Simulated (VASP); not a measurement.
**Al2BAs2: single point with PBE**

The system is Al2BAs2.

```
Al B As
1.0
     3.97572    0.00000    0.00000
     0.00000    3.97572    0.00000
     0.00000    0.00000    5.57133
Al B As
2 1 2
Direct
  0.50000 0.00000 0.11642
  0.00000 0.50000 0.11642
  0.50000 0.50000 0.25234
  0.50000 0.00000 0.65429
  0.00000 0.50000 0.65429
```

The cell was generated, and may not be a known phase.

```yaml
Program: VASP 6.6.1
Task: single point
Functional: PBE
Potentials_or_basis: VASP PAW PBE potentials, release 64 (Al, B, As)
Cutoff: 520 eV
k_mesh: 10 × 10 × 8
Occupations: gaussian, width 0.1 eV
Spin: no spin polarisation
Dipole_correction: no
Further_INCAR_settings: ALGO = Normal; EDIFF = 1e-06; NBANDS = 18
```

- Pressure: 0.0 GPa
- Largest force: 0.016 eV/Å
- Band gap on the k mesh: zero (an odd number of electrons rules out a gap without spin polarisation)

Forces in eV/Å, atoms in the order of the input:
```
Al   0.000  0.000  0.016
Al   0.000  0.000  0.016
B    0.000  0.000 -0.007
As   0.000  0.000 -0.012
As   0.000  0.000 -0.012
```

Stress tensor (GPa, compression positive):
```
-0.01  0.00  0.00
 0.00 -0.01  0.00
 0.00  0.00  0.09
```

Levels at points of the mesh, in eV from the Fermi level:
| k point | band 6 | band 7 | band 8 | band 9 | band 10 | band 11 | band 12 | band 13 | band 14 | band 15 |
| --- | --- | --- | --- | --- | --- | --- | --- | --- | --- | --- |
| (0.00, 0.00, 0.00) | -3.75 | -1.41 | -1.41 | -0.24 | -0.21 | 2.10 | 2.21 | 3.76 | 3.76 | 4.63 |
| (0.50, 0.00, 0.00) | -3.59 | -2.45 | -0.78 | -0.50 | -0.29 | 0.24 | 2.13 | 2.93 | 3.17 | 3.24 |
| (0.50, 0.50, 0.00) | -4.58 | -4.58 | -2.84 | -2.84 | -1.74 | -1.20 | 2.55 | 6.23 | 6.36 | 6.46 |
| (0.00, 0.00, 0.50) | -2.89 | -2.56 | -2.56 | -1.73 | -1.35 | 0.84 | 2.95 | 4.39 | 4.39 | 5.32 |
| (0.50, 0.00, 0.50) | -1.87 | -1.30 | -0.63 | -0.55 | -0.35 | 0.03 | 0.75 | 1.16 | 2.28 | 3.45 |
| (0.50, 0.50, 0.50) | -5.72 | -5.20 | -2.85 | 0.24 | 0.24 | 1.06 | 3.25 | 3.25 | 4.75 | 6.11 |

Run time: 3.5 min on 1 thread of Intel Xeon 8259CL, on a shared host, peak memory 0.3 GiB.
